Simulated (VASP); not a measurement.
Crystal: PbS.

```
Pb S
1.0
     2.08411    1.20326    3.40526
    -2.08411    1.20326    3.40526
     0.00000   -2.40652    3.40526
Pb S
1 1
Direct
  0.98057 0.98057 0.98057
  0.47504 0.47504 0.47504
```

Base run:

```yaml
Program: VASP 6.6.1
Functional: PBEsol
Potentials_or_basis: VASP PAW PBE potentials, release 64 (Pb_d, S)
Cutoff: 520 eV
k_mesh: 8 × 8 × 8
Occupations: fermi-dirac, width 0.05 eV
Spin: no spin polarisation
```

Its results: band gap on the k mesh 0.21 eV, direct; pressure 0.2 GPa; largest force 0.029 eV/Å.

Question: The run is repeated on the same cell with these changes: functional from PBEsol to PBE; further incar settings from ALGO = Normal; EDIFF = 1e-06; NBANDS = 17 to ALGO = Normal; EDIFF = 1e-07; NBANDS = 17. What comes out?

Answer: Band gap on the k mesh 0.32 eV, direct; pressure 3.4 GPa; largest force 0.041 eV/Å.

Caveats: spin-orbit coupling is left out, which moves the levels of the heavy elements; the PAW data sets were made with another functional, which shifts forces and pressure a little (some runs).

A k mesh can miss the band edges.
